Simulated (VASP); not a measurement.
# InSb (I-4m2) in VASP: a series of runs, part 2 of 2

VASP 6.6.1. Earlier steps stand in the parts before.

## (3) Single point, PBE

This run uses another cell than the first one, of the same volume but with other edges.

INCAR

```
PREC = Accurate
ENCUT = 520
EDIFF = 1E-6
ISMEAR = 0
SIGMA = 0.15
LREAL = F
LASPH = T
NELM = 60
ALGO = Normal
ISIF = 2
LWAVE = F
LCHARG = F
GGA = PE
NBANDS = 16
```

KPOINTS

```
Automatic mesh
0
Gamma
  14 14 14
```

POSCAR

```
InSb
1.0
    0.0000000000      3.1378110956      3.4515922051
    3.1378110956      0.0000000000      3.4515922051
    3.1378110956      3.1378110956      0.0000000000
In Sb
1 1
Direct
    0.0000000000      0.0000000000      0.0000000000
    0.7500000000      0.7500000000      0.7500000000
```

Potentials or basis: VASP PAW PBE potentials, release 64 (In_d, Sb).

Run with:

```sh
$ cat potpaw_PBE.64/In_d/POTCAR potpaw_PBE.64/Sb/POTCAR > POTCAR
$ mpirun -np 1 vasp_std > vasp.out
```

OUTCAR:

```text
PREC = Accurate
   ENCUT = 520
   EDIFF = 1E-6
   ISMEAR = 0
   LREAL = F
   LASPH = T
   NELM = 60
   ISIF = 2
   GGA = PE

 ion  position               nearest neighbor table
   1  0.000  0.000  0.000-   2 2.81   2 2.81   2 2.81   2 2.81
   2  0.750  0.750  0.750-   1 2.81   1 2.81   1 2.81   1 2.81

  LATTYP: Found a body centered tetragonal cell.
 ALAT       =     4.4375350076
 C/A-ratio  =     1.5556349186

  Lattice vectors:

 A1 = (  -3.1378110956,   0.0000000000,   3.4515922051)
 A2 = (   3.1378110956,   0.0000000000,   3.4515922051)
 A3 = (   0.0000000000,   3.1378110956,  -3.4515922051)

Analysis of symmetry for initial positions (statically):
=====================================================================
 Subroutine PRICEL returns:
 Original cell was already a primitive cell.

 Routine SETGRP: Setting up the symmetry group for a
 body centered tetragonal supercell.

 Subroutine GETGRP returns: Found  8 space group operations
 (whereof  8 operations were pure point group operations)
 out of a pool of 16 trial point group operations.

[... 161 lines left out ...]

 E-fermi :   5.3746     XC(G=0):  -8.6972

 val. band max:        5.2852280179   @ k =   0.0000   0.0000   0.0000
 cond. band min:       5.5404610177   @ k =   0.5000   0.0000   0.0000
 fundamental gap:      0.2552329997
 Fermi energy:         5.3746330461

 k-point     1 :       0.0000    0.0000    0.0000
  band No.  band energies     occupation
      1      -9.5118      2.00000
      2      -9.4907      2.00000
      3      -9.4907      2.00000
      4      -9.4210      2.00000
      5      -9.4104      2.00000
      6      -5.5924      2.00000
[... 433 lines left out ...]
      3      -9.4753      2.00000
      4      -9.4200      2.00000
      5      -9.4112      2.00000
      6      -4.9900      2.00000
[... 8 lines left out ...]
     15      13.1281      0.00000
     16      13.7233      0.00000

 [... further k-points ...]

------------------------ aborting loop because EDIFF is reached ----------------------------------------

  FORCE on cell =-STRESS in cart. coord.  units (eV):
  Direction    XX          YY          ZZ          XY          YZ          ZX
  --------------------------------------------------------------------------------------
  -------------------------------------------------------------------------------------
  Total        1.6871815      1.6871815      0.4342220      0.0000000      0.0000000      0.0000000
  in kB       39.7712580     39.7712580     10.2357419      0.0000000      0.0000000      0.0000000
  external PRESSURE =      29.9260860 kB  Pullay stress =       0.0000000 kB

 VOLUME and BASIS-vectors are now :
 -----------------------------------------------------------------------------
  energy-cutoff  :      520.00
  volume of cell :       67.97
      direct lattice vectors                 reciprocal lattice vectors
     0.000000000  3.137811096  3.451592205    -0.159346750  0.159346750  0.144860682
     3.137811096  0.000000000  3.451592205     0.159346750 -0.159346750  0.144860682
     3.137811096  3.137811096  0.000000000     0.159346750  0.159346750 -0.144860682

 POSITION                                       TOTAL-FORCE (eV/Angst)
 -----------------------------------------------------------------------------------
      0.00000      0.00000      0.00000         0.000000      0.000000      0.000000
      4.70672      4.70672      5.17739        -0.000000     -0.000000     -0.000000
 -----------------------------------------------------------------------------------
    total drift:                                0.000000      0.000000      0.000000

  FREE ENERGIE OF THE ION-ELECTRON SYSTEM (eV)
  ---------------------------------------------------
  free  energy   TOTEN  =        -6.8695910285 eV

  energy  without entropy=       -6.8693026344  energy(sigma->0) =       -6.86944683
```

It took 99 s on 1 thread of Intel Xeon Platinum 8559C (Emerald Rapids), shared host; peak memory 0.4 GiB.

What came out:

| Quantity | Value |
| --- | --- |
| Free energy | -6.8696 eV |
| Pressure | 3.0 GPa |
| Band gap on the k mesh | zero (filled and empty bands touch) |

Caveat: semilocal functionals underestimate gaps, so a narrow gap can read as zero; spin-orbit coupling is left out, which moves the levels of the heavy elements.

## (4) Single point, PBE

This run uses another cell than the first one, of the same volume but with other edges.

INCAR

```
SYSTEM = InSb
PREC = Accurate
ENCUT = 520
EDIFF = 1E-6
ISMEAR = 0
SIGMA = 0.15
LREAL = .False.
LASPH = .True.
NELM = 100
ALGO = Normal
ISIF = 2
LWAVE = .False.
LCHARG = .False.
GGA = PE
NBANDS = 16
```

KPOINTS

```
regular mesh
0
Gamma
  14 14 14
  0 0 0
```

POSCAR

```
InSb
1.0
    0.0000000000      3.7392678073      2.4305240747
    3.7392678073      0.0000000000      2.4305240747
    3.7392678073      3.7392678073      0.0000000000
In Sb
1 1
Direct
    0.0000000000      0.0000000000      0.0000000000
    0.7500000000      0.7500000000      0.7500000000
```

Run with:

```sh
$ cat potpaw_PBE.64/In_d/POTCAR potpaw_PBE.64/Sb/POTCAR > POTCAR
$ mpirun -np 1 vasp_std > vasp.out
```

Run time: 1.7 min. Hardware: 1 thread of Intel Xeon Platinum 8559C (Emerald Rapids), shared host; peak memory 0.42 GiB.

It converged, with:

- Free energy: -6.5930 eV
- Pressure: 0.0 GPa
- Band gap on the k mesh: zero (bands 9 and 10 overlap by 1.18 eV)

Stress tensor (GPa, compression positive):
```
-1.02  0.00  0.00
 0.00 -1.02  0.00
 0.00  0.00  2.06
```

Levels at points of the mesh, in eV from the Fermi level:
```
           k point  band 5  band 6  band 7  band 8  band 9  band 10  band 11  band 12  band 13  band 14
(0.00, 0.00, 0.00)  -14.47  -10.41   -0.93   -0.51   -0.51     0.82     3.38     4.24     4.24     5.62
(0.50, 0.00, 0.00)  -14.45   -9.02   -5.30   -1.73   -0.69    -0.12     2.96     4.42     6.41     8.10
(0.50, 0.50, 0.00)  -14.44   -8.08   -4.50   -3.22   -3.22    -0.11     0.99     8.28     8.28     9.07
(0.50, 0.00, 0.50)  -14.46   -8.93   -6.18   -0.97   -0.78     2.28     2.70     5.27     5.50     6.36
```

Caveat: spin-orbit coupling is left out, which moves the levels of the heavy elements.

## (5) The runs side by side

| cell | gap on the mesh (eV) | pressure (GPa) |
| --- | --- | --- |
| a = 4.868, b = 4.868, c = 4.197 Å, angles 64.5, 64.5, 51.1°, 2 atoms | none | 2.5 |
| a = 4.665, b = 4.665, c = 4.438 Å, angles 61.6, 61.6, 56.8°, 2 atoms | none | 3.0 |
| a = 4.460, b = 4.460, c = 5.288 Å, angles 53.6, 53.6, 72.7°, 2 atoms | none | 0.0 |

Alike in all rows: task single point; level PBE; potentials or basis VASP PAW PBE potentials, release 64 (In_d, Sb); no spin polarisation; k mesh 14 × 14 × 14; cutoff (eV) 520; smearing gaussian 0.15 eV.

Caveats: spin-orbit coupling is left out, which moves the levels of the heavy elements; semilocal functionals underestimate gaps, so a narrow gap can read as zero (at least some runs).

Total energies depend on the potentials used, so only differences within one code and one set of settings carry meaning.
